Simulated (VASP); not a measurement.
# Au (P-3m1) in VASP: single point with PBEsol

Aim: the single point of Au with PBEsol.

All numbers are computed with VASP 6.6.1; they aren't measurements. Logs are shortened: lines on timing, memory, paths and dates and some standing lists are left out, and cuts for length are marked.

## 1. The cell of the first run

It takes space group P-3m1 (No. 164, trigonal). Conventional cell: a = 2.865 Å, b = 2.865 Å, c = 11.581 Å, α = 90.00°, β = 90.00°, γ = 120.00°. Au (site symmetry 3m) has 9 Au at 2.87 to 2.91 Å within 3.8 Å. Au (site symmetry 3m) has 12 Au at 2.87 to 2.91 Å within 3.8 Å.

## 2. Single point, PBEsol (the distance across one plane changed)

The input, INCAR:

```
SYSTEM = Au
ALGO = Fast
EDIFF = 1E-7
ENCUT = 520
GGA = PS
ISIF = 2
ISMEAR = 0
LASPH = .True.
LCHARG = .True.
LELF = .True.
LREAL = .False.
LVHAR = .True.
LWAVE = .False.
NBANDS = 30
NELM = 80
PREC = Accurate
SIGMA = 0.15
```

The input, KPOINTS:

```
k-points
0
Gamma
  24 24 6
  0 0 0
```

The input, POSCAR:

```
Au
1.0
   -1.4325950641     -2.4813274377      0.0000000000
    1.4325950641     -2.4813274377      0.0000000000
    0.0000000000      0.0000000000     11.5811559621
Au
4
Direct
    0.6666666667      0.6666666667      0.1034132084
    0.6666666667      0.6666666667      0.5170660421
    0.3333333333      0.3333333333      0.7238924589
    0.3333333333      0.3333333333      0.3102396253
```

Potentials or basis: VASP PAW PBE potentials, release 64 (Au).

Launch:

```bash
cat potpaw_PBE.64/Au/POTCAR > POTCAR
mpirun -np 1 vasp_std > vasp.out
```

OUTCAR:

```text
SYSTEM = Au
   EDIFF = 1E-7
   ENCUT = 520
   GGA = PS
   ISIF = 2
   ISMEAR = 0
   LASPH = .True.
   LREAL = .False.
   NELM = 80
   PREC = Accurate

 ion  position               nearest neighbor table
   1  0.667  0.667  0.103-   4 2.91   4 2.91   4 2.91
   2  0.667  0.667  0.517-   3 2.91   4 2.91   3 2.91   4 2.91   3 2.91   4 2.91
   3  0.333  0.333  0.724-   2 2.91   2 2.91   2 2.91
   4  0.333  0.333  0.310-   2 2.91   2 2.91   2 2.91   1 2.91   1 2.91   1 2.91

  LATTYP: Found a hexagonal cell.
 ALAT       =     2.8651901282
 C/A-ratio  =     4.0420200559

  Lattice vectors:

 A1 = (  -1.4325950641,   2.4813274377,   0.0000000000)
 A2 = (  -1.4325950641,  -2.4813274377,   0.0000000000)
 A3 = (   0.0000000000,   0.0000000000,  11.5811559621)

Analysis of symmetry for initial positions (statically):
=====================================================================
 Subroutine PRICEL returns:
 Original cell was already a primitive cell.

 Routine SETGRP: Setting up the symmetry group for a
 hexagonal supercell.

 Subroutine GETGRP returns: Found 12 space group operations
 (whereof  6 operations were pure point group operations)
 out of a pool of 24 trial point group operations.

The static configuration has the point symmetry C_3v.
 The point group associated with its full space group is D_3d.

Analysis of symmetry for dynamics (positions and initial velocities):
=====================================================================
 Subroutine PRICEL returns:
 Original cell was already a primitive cell.

 Routine SETGRP: Setting up the symmetry group for a
 hexagonal supercell.

 Subroutine GETGRP returns: Found 12 space group operations
 (whereof  6 operations were pure point group operations)
 out of a pool of 24 trial point group operations.

The dynamic configuration has the point symmetry C_3v.
 The point group associated with its full space group is D_3d.

 Subroutine INISYM returns: Found 12 space group operations
 (whereof  6 operations are pure point group operations),
 and found     1 'primitive' translations

----------------------------------------------------------------------------------------

                                     Primitive cell

  volume of cell :      82.3359

  direct lattice vectors                    reciprocal lattice vectors
    -1.432595064 -2.481327438  0.000000000    -0.349016978 -0.201505046  0.000000000
     1.432595064 -2.481327438  0.000000000     0.349016978 -0.201505046  0.000000000
     0.000000000  0.000000000 11.581155962     0.000000000  0.000000000  0.086347166

  length of vectors
     2.865190128  2.865190128 11.581155962     0.403010092  0.403010092  0.086347166

  position of ions in fractional coordinates (direct lattice)
     0.666666667  0.666666667  0.103413208
     0.666666667  0.666666667  0.517066042
     0.333333333  0.333333333  0.723892459
     0.333333333  0.333333333  0.310239625

  ion indices of the primitive-cell ions
   primitive index   ion index
                 1           1
                 2           2
                 3           3
                 4           4

----------------------------------------------------------------------------------------

 KPOINTS: k-points

Automatic generation of k-mesh.
 Grid dimensions read from file:
 generate k-points for:   24   24    6

 Generating k-lattice:

  Cartesian coordinates                     Fractional coordinates (reciprocal lattice)
    -0.014542374 -0.008396044  0.000000000     0.041666667  0.000000000  0.000000000
     0.014542374 -0.008396044  0.000000000     0.000000000  0.041666667  0.000000000
     0.000000000  0.000000000  0.014391194     0.000000000  0.000000000  0.166666667

  Length of vectors
     0.016792087  0.016792087  0.014391194

  Shift w.r.t. Gamma in fractional coordinates (k-lattice)
     0.000000000  0.000000000  0.000000000

 Subroutine IBZKPT returns following result:
 ===========================================

 Found    340 irreducible k-points:

 Following reciprocal coordinates:
            Coordinates               Weight
  0.000000  0.000000  0.000000      1.000000
  0.041667  0.000000  0.000000      6.000000
  0.083333  0.000000  0.000000      6.000000
  0.125000  0.000000  0.000000      6.000000
  0.166667 -0.000000  0.000000      6.000000
  0.208333  0.000000  0.000000      6.000000
[... 16 lines left out ...]
  0.458333  0.041667  0.000000     12.000000
  0.500000  0.041667  0.000000     12.000000
 [... further k-points ...]
   k-points           NKPTS =    340   k-points in BZ     NKDIM =    340   number of bands    NBANDS=     30
   number of dos      NEDOS =    301   number of ions     NIONS =      4
   total plane-waves  NPLWV =  51840
   dimension x,y,z NGX =    24 NGY =   24 NGZ =   90
   dimension x,y,z NGXF=    48 NGYF=   48 NGZF=  180
   ions per type =               4
   NGX,Y,Z   is equivalent  to a cutoff of  13.93, 13.93, 12.92 a.u.
   NGXF,Y,Z  is equivalent  to a cutoff of  27.85, 27.85, 25.84 a.u.
 SYSTEM =  Au
   PREC   = accura    normal or accurate (medium, high low for compatibility)
   ISTART =      0    job   : 0-new  1-cont  2-samecut
   ICHARG =      2    charge: 1-file 2-atom 10-const
   ISPIN  =      1    spin polarized calculation?
   LNONCOLLINEAR =      F non collinear calculations
   LSORBIT =      F    spin-orbit coupling
   LASPH  =      T    aspherical Exc in radial PAW
   ENCUT  =  520.0 eV  38.22 Ry    6.18 a.u.   5.33  5.33 21.53*2*pi/ulx,y,z
   NELM   =     80;   NELMIN=  2; NELMDL= -5     # of ELM steps
   EDIFF  = 0.1E-06   stopping-criterion for ELM
   LREAL  =      F    real-space projection
   EDIFFG = 0.1E-05   stopping-criterion for IOM
   NSW    =      0    number of steps for IOM
   IBRION =     -1    ionic relax: 0-MD 1-quasi-New 2-CG
   NFREE  =      0    steps in history (QN), initial steepest desc. (CG)
   ISIF   =      2    stress and relaxation
   ISYM   =      2    0-nonsym 1-usesym 2-fastsym
   POTIM  = 0.5000    time-step for ionic-motion
   TEBEG  =    0.0;   TEEND  =   0.0 temperature during run
   PSTRESS=    0.0 pullay stress
   NELECT =      44.0000    total number of electrons
   NUPDOWN=      -1.0000    fix difference up-down
   EMIN   =  10.00;   EMAX   =-10.00  energy-range for DOS
   EFERMI =   0.00;   METHOD = LEGACY
   ISMEAR =     0;   SIGMA  =   0.15  broadening in eV -4-tet -1-fermi 0-gaus
   EFERMI_NEDOS =   21; number of points for ismear=-14 and -15
   IALGO  =     68    algorithm
   IMIX   =      4    mixing-type and parameters
     AMIX     =   0.40;   BMIX     =  1.00
     AMIX_MAG =   1.60;   BMIX_MAG =  1.00
  volume/ion in A,a.u.               =      20.58       138.91
  Fermi-wavevector in a.u.,A,eV,Ry     =   1.328503  2.510507 24.013202  1.764921
  Thomas-Fermi vector in A             =   2.457736
   LORBIT       =      0    0 simple, 1 ext, 2 COOP (PROOUT), +10 PAW based schemes
   GGA     = PS    functional components
   LHFCALC =     F    Hartree Fock is set to
   AEXX    =    0.0000 exact exchange contribution
   IVDW    =     0    specifies the selected vdW correction
   LEPSILON=     F    determine dielectric tensor
   LRPA    =     F    only Hartree local field effects (RPA)
 non-spin polarized calculation
 RMM-DIIS sequential band-by-band and
 Gauss-broadening in eV      SIGMA  =   0.15
  energy-cutoff  :      520.00
  volume of cell :       82.34
 maximum number of plane-waves:      2251
 NGX is ok and might be reduce to    24
   NGX = 11   NGY = 11   NGZ = 43

 number of electron      44.0000003 magnetization

 Free energy of the ion-electron system (eV)
  ---------------------------------------------------
  ext. energy  EPLUGINS =         0.00000000
  ---------------------------------------------------
  free energy    TOTEN  =       -14.88650301 eV

  energy without entropy =      -14.87007971  energy(sigma->0) =      -14.87829136

 E-fermi :   6.6457     XC(G=0): -11.4608

 val. band max:        6.6356186662   @ k =   0.4167   0.2083   0.0000
 cond. band min:       6.6609634035   @ k =   0.2500   0.1250   0.5000
 fundamental gap:      0.0253447374
 Fermi energy:         6.6457183964

 k-point     1 :       0.0000    0.0000    0.0000
  band No.  band energies     occupation
      1      -2.8001      2.00000
      2      -1.6348      2.00000
      3      -0.6721      2.00000
      4      -0.5661      2.00000
      5       1.8562      2.00000
      6       2.0760      2.00000
[... 22 lines left out ...]
     29      20.7408      0.00000
     30      21.7153      0.00000

 k-point     2 :       0.0417    0.0000    0.0000
  band No.  band energies     occupation
      1      -2.7453      2.00000
      2      -1.5805      2.00000
      3      -0.6171      2.00000
      4      -0.5173      2.00000
      5       1.8517      2.00000
      6       2.0476      2.00000
[... 22 lines left out ...]
     29      20.7971      0.00000
     30      21.7644      0.00000

 k-point     3 :       0.0833    0.0000    0.0000
  band No.  band energies     occupation
      1      -2.5830      2.00000
      2      -1.4213      2.00000
      3      -0.4561      2.00000
      4      -0.3756      2.00000
      5       1.8261      2.00000
      6       1.9646      2.00000
[... 22 lines left out ...]
     29      20.9494      0.00000
     30      21.7993      0.00000

 k-point     4 :       0.1250    0.0000    0.0000
  band No.  band energies     occupation
      1      -2.3207      2.00000
      2      -1.1689      2.00000
      3      -0.2033      2.00000
      4      -0.1573      2.00000
      5       1.7591      2.00000
      6       1.8312      2.00000
[... 616 lines left out ...]
     29      15.3609      0.00000
     30      16.7770      0.00000

 k-point    23 :       0.4583    0.0417    0.0000
  band No.  band energies     occupation
      1      -0.2400      2.00000
      2      -0.1263      2.00000
      3       0.1598      2.00000
      4       0.4834      2.00000
      5       0.8910      2.00000
      6       0.9756      2.00000
[... 22 lines left out ...]
     29      14.2139      0.00000
     30      16.4793      0.00000

 k-point    24 :       0.5000    0.0417    0.0000
  band No.  band energies     occupation
      1      -0.2339      2.00000
      2      -0.1611      2.00000
      3       0.1169      2.00000
      4       0.4667      2.00000
      5       0.8703      2.00000
      6       0.9253      2.00000
[... 22 lines left out ...]
     29      13.7276      0.00000
     30      16.1832      0.00000

 [... further k-points ...]
[... 5 lines left out ...]
  --------------------------------------------------------------------------------------
  -------------------------------------------------------------------------------------
  Total       -2.7048059     -2.7048059     -0.5823313      0.0000000     -0.0000000     -0.0000000
  in kB      -52.6328940    -52.6328940    -11.3316021      0.0000000     -0.0000000     -0.0000000
  external PRESSURE =     -38.8657967 kB  Pullay stress =       0.0000000 kB

 VOLUME and BASIS-vectors are now :
 -----------------------------------------------------------------------------
  energy-cutoff  :      520.00
  volume of cell :       82.34
      direct lattice vectors                 reciprocal lattice vectors
    -1.432595064 -2.481327438  0.000000000    -0.349016978 -0.201505046  0.000000000
     1.432595064 -2.481327438  0.000000000     0.349016978 -0.201505046  0.000000000
     0.000000000  0.000000000 11.581155962     0.000000000  0.000000000  0.086347166

 POSITION                                       TOTAL-FORCE (eV/Angst)
 -----------------------------------------------------------------------------------
      0.00000     -3.30844      1.19764        -0.000000      0.000000     -0.120938
      0.00000     -3.30844      5.98822         0.000000      0.000000     -0.078505
      0.00000     -1.65422      8.38351         0.000000     -0.000000      0.120938
      0.00000     -1.65422      3.59293        -0.000000     -0.000000      0.078505
 -----------------------------------------------------------------------------------
    total drift:                               -0.000000      0.000000     -0.000006

  FREE ENERGIE OF THE ION-ELECTRON SYSTEM (eV)
  ---------------------------------------------------
  free  energy   TOTEN  =       -14.8865030104 eV

  energy  without entropy=      -14.8700797108  energy(sigma->0) =      -14.87829136
```

Wall time 20 min (1 thread of Intel Xeon 8259CL, shared host); peak memory 0.68 GiB.

Results:

| Quantity | Value |
| --- | --- |
| Free energy | -14.8865 eV |
| Pressure | -3.9 GPa |
| Largest force | 0.121 eV/Å |
| Band gap on the k mesh | zero (bands 22 and 23 overlap by 5.03 eV) |

Forces on the atoms (eV/Å):
```
Au   0.000  0.000 -0.121
Au   0.000  0.000 -0.079
Au   0.000  0.000  0.121
Au   0.000  0.000  0.079
```

Caveat: the cell differs from its parent crystal (the distance across one plane changed); the cell stands under tension; the PAW data sets were made with another functional, which shifts forces and pressure a little; spin-orbit coupling is left out, which moves the levels of the heavy elements.
